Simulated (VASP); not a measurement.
Runs of VASP 6.6.1 on Mg. The structure is that of space group Fm-3m (No. 225), or close to it. The cells are those of the table. 

```csv
task,cell,k mesh,cutoff (eV),gap on the mesh (eV),pressure (GPa)
single point,"a = 3.090 Å, angles 60.0°, 1 atom",14 × 14 × 14,520,none,(a)
single point,"a = 3.260 Å, angles 60.0°, 1 atom",14 × 14 × 14,520,none,-2.4
single point,"a = 3.177 Å, angles 60.0°, 1 atom",12 × 12 × 12,520,none,0.0
relaxation of cell and atoms,"relaxed from a = 3.203 Å, angles 60.0°, 1 atom",12 × 12 × 12,600,none,0.0
single point,"a = 3.177 Å, angles 60.0°, 1 atom",20 × 20 × 20,520,none,0.0
```

Alike in all rows: level PBEsol; potentials or basis VASP PAW PBE potentials, release 64 (Mg); no spin polarisation; smearing fermi-dirac 0.1 eV.

**Question.** Fill in the values left out.

**Answer.** (a) 3.7.

Caveats: the PAW data sets were made with another functional, which shifts forces and pressure a little.

A gap of «none» marks levels without a gap at the run's occupations.
